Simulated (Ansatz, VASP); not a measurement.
# La5N: VASP beside Ansatz

```
La N
1.0
     5.29281    0.00000    0.00000
    -2.64640    4.58371    0.00000
     0.00000    0.00000    6.63022
La N
5 1
Direct
  0.33333 0.66667 0.77459
  0.33333 0.66667 0.22541
  0.66667 0.33333 0.22541
  0.66667 0.33333 0.77459
  0.00000 0.00000 0.50000
  0.00000 0.00000 0.00000
```

Alike in both runs: task relaxation of cell and atoms; functional PBE; k mesh 6 × 6 × 4; occupations gaussian, width 0.1 eV; no spin polarisation.

```csv
,VASP,Ansatz
version,VASP 6.6.1,Ansatz 0.2.0
potentials or method,"VASP PAW PBE potentials, release 64 (La, N), cutoff 600 eV","scalar-relativistic, plane waves, PAW"
valence electrons in the cell,60,60
```

VASP gave:

```
gap on the k mesh at the Fermi level, each at its own relaxed structure (eV) : none
relaxed volume (Å³/atom)                                                     : 27.22
relaxed length of the cell vector where the two differ most in proportion (Å)              : 6.781
```

Task: Which values does Ansatz return?

Result: gap on the k mesh at the Fermi level, each at its own relaxed structure (eV): none; relaxed volume (Å³/atom): 27.33; relaxed length of the cell vector where the two differ most in proportion (Å): 6.791.

A gap of «none» marks a metal or a gap that the smearing closes.

Neither program's run includes spin-orbit coupling.
